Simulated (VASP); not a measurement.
# Hg4S (Im-3m) in VASP: further runs

Runs on Hg4S. Level: PBE. Tasks: single point, relaxation of cell and atoms.

All numbers are computed with VASP 6.6.1; they aren't measurements. Logs are shortened: lines on timing, memory, paths and dates and some standing lists are left out, and cuts for length are marked.

**1. The cell of the first run**

It takes space group Im-3m (No. 229, cubic). Conventional cell: a = 6.674 Å, b = 6.674 Å, c = 6.674 Å, α = 90.00°, β = 90.00°, γ = 90.00°. Within 3.8 Å of Hg (site symmetry -3m) lie 2 S at 2.89 Å and 6 Hg at 3.34 Å. Within 3.8 Å of S (site symmetry m-3m) lie 8 Hg at 2.89 Å.

The cell was generated, and may not be a known phase.

**2. Single point, PBE**

INCAR reads:

```
SYSTEM = Hg4S
ALGO     = Normal         ! electronic algorithm
EDIFF    = 1E-7           ! SCF threshold, eV
ENCUT    = 520            ! plane-wave cutoff, eV
GGA      = PE             ! functional
ISIF     = 2              ! what is computed and relaxed
ISMEAR   = 0              ! smearing method
LASPH    = .True.         ! aspherical terms in the spheres
LCHARG   = .False.        ! write CHGCAR
LREAL    = .False.        ! projectors in reciprocal space
LWAVE    = .False.        ! write WAVECAR
NBANDS   = 35             ! bands
NELM     = 80             ! most SCF steps
PREC     = Accurate       ! precision mode
SIGMA    = 0.1            ! smearing width, eV
```

KPOINTS reads:

```
k-points
0
Gamma
  8 8 8
  0 0 0
```

POSCAR reads:

```
Hg4S
1.0
   -3.3368207691      3.3368207691      3.3368207691
    3.3368207691     -3.3368207691      3.3368207691
    3.3368207691      3.3368207691     -3.3368207691
Hg S
4 1
Direct
    0.5000000000      0.5000000000      0.5000000000
    0.5000000000      0.0000000000      0.0000000000
    0.0000000000      0.0000000000      0.5000000000
    0.0000000000      0.5000000000      0.0000000000
    0.0000000000      0.0000000000      0.0000000000
```

Potentials or basis: VASP PAW PBE potentials, release 64 (Hg, S).

Command:

```sh
$ cat potpaw_PBE.64/Hg/POTCAR potpaw_PBE.64/S/POTCAR > POTCAR
$ mpirun -np 1 vasp_std > vasp.out
```

OUTCAR:

```text
SYSTEM = Hg4S
   EDIFF = 1E-7
   ENCUT = 520
   GGA = PE
   ISIF = 2
   ISMEAR = 0
   LASPH = .True.
   LREAL = .False.
   NELM = 80
   PREC = Accurate

 ion  position               nearest neighbor table
   1  0.500  0.500  0.500-   5 2.89   5 2.89   4 3.34   2 3.34   2 3.34   4 3.34   3 3.34   3 3.34

   2  0.500  0.000  0.000-   5 2.89   5 2.89   4 3.34   1 3.34   1 3.34   3 3.34   3 3.34   4 3.34

   3  0.000  0.000  0.500-   5 2.89   5 2.89   4 3.34   1 3.34   2 3.34   4 3.34   2 3.34   1 3.34

   4  0.000  0.500  0.000-   5 2.89   5 2.89   3 3.34   1 3.34   2 3.34   3 3.34   1 3.34   2 3.34

   5  0.000  0.000  0.000-   1 2.89   2 2.89   3 2.89   4 2.89   3 2.89   4 2.89   2 2.89   1 2.89

  LATTYP: Found a body centered cubic cell.
 ALAT       =     6.6736415382

  Lattice vectors:

 A1 = (  -3.3368207691,   3.3368207691,   3.3368207691)
 A2 = (   3.3368207691,  -3.3368207691,   3.3368207691)
 A3 = (   3.3368207691,   3.3368207691,  -3.3368207691)

Analysis of symmetry for initial positions (statically):
=====================================================================
 Subroutine PRICEL returns:
 Original cell was already a primitive cell.

 Routine SETGRP: Setting up the symmetry group for a
 body centered cubic supercell.

 Subroutine GETGRP returns: Found 48 space group operations
 (whereof 48 operations were pure point group operations)
 out of a pool of 48 trial point group operations.

The static configuration has the point symmetry O_h .

Analysis of symmetry for dynamics (positions and initial velocities):
=====================================================================
 Subroutine PRICEL returns:
 Original cell was already a primitive cell.

 Routine SETGRP: Setting up the symmetry group for a
 body centered cubic supercell.

 Subroutine GETGRP returns: Found 48 space group operations
 (whereof 48 operations were pure point group operations)
 out of a pool of 48 trial point group operations.

The dynamic configuration has the point symmetry O_h .

 Subroutine INISYM returns: Found 48 space group operations
 (whereof 48 operations are pure point group operations),
 and found     1 'primitive' translations

----------------------------------------------------------------------------------------

                                     Primitive cell

  volume of cell :     148.6136

  direct lattice vectors                    reciprocal lattice vectors
    -3.336820769  3.336820769  3.336820769     0.000000000  0.149843229  0.149843229
     3.336820769 -3.336820769  3.336820769     0.149843229  0.000000000  0.149843229
     3.336820769  3.336820769 -3.336820769     0.149843229  0.149843229  0.000000000

  length of vectors
     5.779543108  5.779543108  5.779543108     0.211910327  0.211910327  0.211910327

  position of ions in fractional coordinates (direct lattice)
     0.500000000  0.500000000  0.500000000
     0.500000000  0.000000000  0.000000000
     0.000000000  0.000000000  0.500000000
     0.000000000  0.500000000  0.000000000
     0.000000000  0.000000000  0.000000000

  ion indices of the primitive-cell ions
   primitive index   ion index
                 1           1
                 2           2
                 3           3
                 4           4
                 5           5

----------------------------------------------------------------------------------------

 KPOINTS: k-points

Automatic generation of k-mesh.
 Grid dimensions read from file:
 generate k-points for:    8    8    8

 Generating k-lattice:

  Cartesian coordinates                     Fractional coordinates (reciprocal lattice)
     0.000000000  0.018730404  0.018730404     0.125000000  0.000000000  0.000000000
     0.018730404  0.000000000  0.018730404     0.000000000  0.125000000  0.000000000
     0.018730404  0.018730404  0.000000000     0.000000000  0.000000000  0.125000000

  Length of vectors
     0.026488791  0.026488791  0.026488791

  Shift w.r.t. Gamma in fractional coordinates (k-lattice)
     0.000000000  0.000000000  0.000000000

 Subroutine IBZKPT returns following result:
 ===========================================

 Found     29 irreducible k-points:

 Following reciprocal coordinates:
            Coordinates               Weight
  0.000000  0.000000  0.000000      1.000000
  0.125000  0.000000  0.000000     12.000000
  0.250000  0.000000  0.000000     12.000000
  0.375000  0.000000  0.000000     12.000000
  0.500000  0.000000  0.000000      6.000000
  0.125000  0.125000  0.000000     24.000000
[... 16 lines left out ...]
 -0.250000  0.250000  0.250000      6.000000
 -0.375000  0.375000  0.250000     24.000000
 [... further k-points ...]
   k-points           NKPTS =     29   k-points in BZ     NKDIM =     29   number of bands    NBANDS=     35
   number of dos      NEDOS =    301   number of ions     NIONS =      5
   total plane-waves  NPLWV = 110592
   dimension x,y,z NGX =    48 NGY =   48 NGZ =   48
   dimension x,y,z NGXF=    96 NGYF=   96 NGZF=   96
   ions per type =               4   1
   NGX,Y,Z   is equivalent  to a cutoff of  13.81, 13.81, 13.81 a.u.
   NGXF,Y,Z  is equivalent  to a cutoff of  27.61, 27.61, 27.61 a.u.
 SYSTEM =  Hg4S
   PREC   = accura    normal or accurate (medium, high low for compatibility)
   ISTART =      0    job   : 0-new  1-cont  2-samecut
   ICHARG =      2    charge: 1-file 2-atom 10-const
   ISPIN  =      1    spin polarized calculation?
   LNONCOLLINEAR =      F non collinear calculations
   LSORBIT =      F    spin-orbit coupling
   LASPH  =      T    aspherical Exc in radial PAW
   ENCUT  =  520.0 eV  38.22 Ry    6.18 a.u.  10.75 10.75 10.75*2*pi/ulx,y,z
   NELM   =     80;   NELMIN=  2; NELMDL= -5     # of ELM steps
   EDIFF  = 0.1E-06   stopping-criterion for ELM
   LREAL  =      F    real-space projection
   EDIFFG = 0.1E-05   stopping-criterion for IOM
   NSW    =      0    number of steps for IOM
   IBRION =     -1    ionic relax: 0-MD 1-quasi-New 2-CG
   NFREE  =      0    steps in history (QN), initial steepest desc. (CG)
   ISIF   =      2    stress and relaxation
   ISYM   =      2    0-nonsym 1-usesym 2-fastsym
   POTIM  = 0.5000    time-step for ionic-motion
   TEBEG  =    0.0;   TEEND  =   0.0 temperature during run
   PSTRESS=    0.0 pullay stress
   NELECT =      54.0000    total number of electrons
   NUPDOWN=      -1.0000    fix difference up-down
   EMIN   =  10.00;   EMAX   =-10.00  energy-range for DOS
   EFERMI =   0.00;   METHOD = LEGACY
   ISMEAR =     0;   SIGMA  =   0.10  broadening in eV -4-tet -1-fermi 0-gaus
   EFERMI_NEDOS =   21; number of points for ismear=-14 and -15
   IALGO  =     38    algorithm
   IMIX   =      4    mixing-type and parameters
     AMIX     =   0.40;   BMIX     =  1.00
     AMIX_MAG =   1.60;   BMIX_MAG =  1.00
  volume/ion in A,a.u.               =      29.72       200.58
  Fermi-wavevector in a.u.,A,eV,Ry     =   1.168207  2.207591 18.567980  1.364708
  Thomas-Fermi vector in A             =   2.304697
   LORBIT       =      0    0 simple, 1 ext, 2 COOP (PROOUT), +10 PAW based schemes
   GGA     = PE    functional components
   LHFCALC =     F    Hartree Fock is set to
   AEXX    =    0.0000 exact exchange contribution
   IVDW    =     0    specifies the selected vdW correction
   LEPSILON=     F    determine dielectric tensor
   LRPA    =     F    only Hartree local field effects (RPA)
 non-spin polarized calculation
 Gauss-broadening in eV      SIGMA  =   0.10
  energy-cutoff  :      520.00
  volume of cell :      148.61
 maximum number of plane-waves:      4028
 NGX is ok and might be reduce to    48
   NGX = 21   NGY = 21   NGZ = 21

 number of electron      53.9999992 magnetization

 Free energy of the ion-electron system (eV)
  ---------------------------------------------------
  ext. energy  EPLUGINS =         0.00000000
  ---------------------------------------------------
  free energy    TOTEN  =        -3.33322236 eV

  energy without entropy =       -3.30689020  energy(sigma->0) =       -3.32005628

 E-fermi :   1.3006     XC(G=0):  -9.1560

 val. band max:        1.2948979517   @ k =   0.2500   0.2500   0.1250
 cond. band min:       1.3179088410   @ k =   0.3750   0.1250   0.0000
 fundamental gap:      0.0230108893
 Fermi energy:         1.3006023284

 k-point     1 :       0.0000    0.0000    0.0000
  band No.  band energies     occupation
      1     -11.8726      2.00000
      2      -5.6662      2.00000
      3      -5.6662      2.00000
      4      -5.4584      2.00000
      5      -5.4584      2.00000
      6      -5.3973      2.00000
[... 27 lines left out ...]
     34       6.3430      0.00000
     35       7.4258      0.00000

 k-point     2 :       0.1250    0.0000    0.0000
  band No.  band energies     occupation
      1     -11.8443      2.00000
      2      -5.6501      2.00000
      3      -5.6307      2.00000
      4      -5.4368      2.00000
      5      -5.4287      2.00000
      6      -5.4194      2.00000
[... 27 lines left out ...]
     34       6.4487      0.00000
     35       7.6325      0.00000

 k-point     3 :       0.2500    0.0000    0.0000
  band No.  band energies     occupation
      1     -11.7736      2.00000
      2      -5.6285      2.00000
      3      -5.5275      2.00000
      4      -5.5134      2.00000
      5      -5.3729      2.00000
      6      -5.3467      2.00000
[... 27 lines left out ...]
     34       6.6752      0.00000
     35       8.1130      0.00000
[... 723 lines left out ...]
 k-point    23 :      -0.2500    0.2500    0.2500
  band No.  band energies     occupation
      1     -11.6744      2.00000
      2      -5.6310      2.00000
      3      -5.6310      2.00000
      4      -5.6160      2.00000
      5      -5.6123      2.00000
      6      -5.3953      2.00000
[... 27 lines left out ...]
     34       7.5386      0.00000
     35       7.5386      0.00000

 k-point    24 :      -0.3750    0.3750    0.2500
  band No.  band energies     occupation
      1     -11.5995      2.00000
      2      -5.8692      2.00000
      3      -5.7537      2.00000
      4      -5.6490      2.00000
      5      -5.5723      2.00000
      6      -5.4208      2.00000
[... 27 lines left out ...]
     34       7.6718      0.00000
     35       8.3532      0.00000

 [... further k-points ...]
[... 5 lines left out ...]
  --------------------------------------------------------------------------------------
  -------------------------------------------------------------------------------------
  Total        0.1397600      0.1397600      0.1397600      0.0000000      0.0000000     -0.0000000
  in kB        1.5067283      1.5067283      1.5067283      0.0000000      0.0000000     -0.0000000
  external PRESSURE =       1.5067283 kB  Pullay stress =       0.0000000 kB

 VOLUME and BASIS-vectors are now :
 -----------------------------------------------------------------------------
  energy-cutoff  :      520.00
  volume of cell :      148.61
      direct lattice vectors                 reciprocal lattice vectors
    -3.336820769  3.336820769  3.336820769     0.000000000  0.149843229  0.149843229
     3.336820769 -3.336820769  3.336820769     0.149843229  0.000000000  0.149843229
     3.336820769  3.336820769 -3.336820769     0.149843229  0.149843229  0.000000000

 POSITION                                       TOTAL-FORCE (eV/Angst)
 -----------------------------------------------------------------------------------
      1.66841      1.66841      1.66841         0.000000      0.000000      0.000000
     -1.66841      1.66841      1.66841        -0.000000     -0.000000      0.000000
      1.66841      1.66841     -1.66841         0.000000      0.000000     -0.000000
      1.66841     -1.66841      1.66841        -0.000000     -0.000000     -0.000000
      0.00000      0.00000      0.00000         0.000000     -0.000000     -0.000000
 -----------------------------------------------------------------------------------
    total drift:                                0.000000      0.000000     -0.000000

  FREE ENERGIE OF THE ION-ELECTRON SYSTEM (eV)
  ---------------------------------------------------
  free  energy   TOTEN  =        -3.3332223585 eV

  energy  without entropy=       -3.3068902030  energy(sigma->0) =       -3.32005628
```

It took 1.8 min on 1 thread of AMD EPYC 9R45 (Zen 5), shared host; peak memory 0.34 GiB.

Results:

```
Free energy            : -3.3332 eV
Pressure               : 0.2 GPa
Band gap on the k mesh : zero (bands 27 and 28 overlap by 1.80 eV)
```

Caveat: spin-orbit coupling is left out, which moves the levels of the heavy elements.

**3. Relaxation of cell and atoms, PBE**

This run uses another cell than the first one, of 30.70 Å³/atom.

INCAR reads:

```
SYSTEM = Hg4S
ALGO = Normal
EDIFF = 1E-7
EDIFFG = -0.01
ENCUT = 600
GGA = PE
IBRION = 2
ISIF = 3
ISMEAR = 0
LASPH = .True.
LCHARG = .False.
LREAL = .False.
LWAVE = .False.
NELM = 80
NSW = 100
PREC = Accurate
SIGMA = 0.1
```

KPOINTS is that of step 2.

Changes to POSCAR since step 2:

```diff
@@ -2,5 +2,5 @@
 1.0
-   -3.3368207691      3.3368207691      3.3368207691
-    3.3368207691     -3.3368207691      3.3368207691
-    3.3368207691      3.3368207691     -3.3368207691
+   -3.3730143664      3.3730143664      3.3730143664
+    3.3730143664     -3.3730143664      3.3730143664
+    3.3730143664      3.3730143664     -3.3730143664
 Hg S
```

Potentials or basis: VASP PAW PBE potentials, release 64 (Hg, S).

Command:

```sh
$ cat potpaw_PBE.64/Hg/POTCAR potpaw_PBE.64/S/POTCAR > POTCAR
$ mpirun -np 1 vasp_std > vasp.out
```

Wall time 4.1 min (1 thread of AMD EPYC 9R45 (Zen 5), shared host); peak memory 0.38 GiB.

Results (log left out):

* Free energy: -3.3348 eV
* Relaxed volume: 30.05 Å³/atom
* Relaxed cell: a = 5.801 Å, b = 5.801 Å, c = 5.801 Å, α = 109.47°, β = 109.47°, γ = 109.47°
* Space group after relaxing (to 0.1 Å): Im-3m (No. 229)
* Energy gained by relaxing: 0.7 meV/atom
* Ionic steps: 3
* Pressure after relaxing: 0.0 GPa
* Band gap on the k mesh: zero (bands 27 and 28 overlap by 1.79 eV)

Step by step:
```csv
step,energy change (eV),largest force (eV/Å),pressure (GPa),volume (Å³)
1,0.0000,0.0000,-0.34,153.50
2,-0.0024,0.0000,-0.19,152.04
3,-0.0035,0.0000,0.01,150.24
```

Final structure:
```
CELL_PARAMETERS angstrom
-3.34893 3.34893 3.34893
3.34893 -3.34893 3.34893
3.34893 3.34893 -3.34893
ATOMIC_POSITIONS crystal
Hg 0.50000 0.50000 0.50000
Hg 0.50000 0.00000 0.00000
Hg 0.00000 0.00000 0.50000
Hg 0.00000 0.50000 0.00000
S 0.00000 0.00000 0.00000
```

Levels at points of the mesh, in eV from the Fermi level:
```csv
k point,band 24,band 25,band 26,band 27,band 28,band 29,band 30,band 31
"(0.00, 0.00, 0.00)",-3.56,-3.56,-1.02,-1.02,-1.02,1.74,1.74,1.74
"(0.50, 0.00, 0.00)",-3.62,-3.17,-2.11,0.41,0.86,1.88,2.23,3.95
"(0.50, 0.50, 0.50)",-4.00,-0.67,-0.67,0.77,0.77,0.77,1.64,2.59
```

Caveat: spin-orbit coupling is left out, which moves the levels of the heavy elements.

The gap in the log of VASP goes by the Fermi energy; the results here count the filled bands.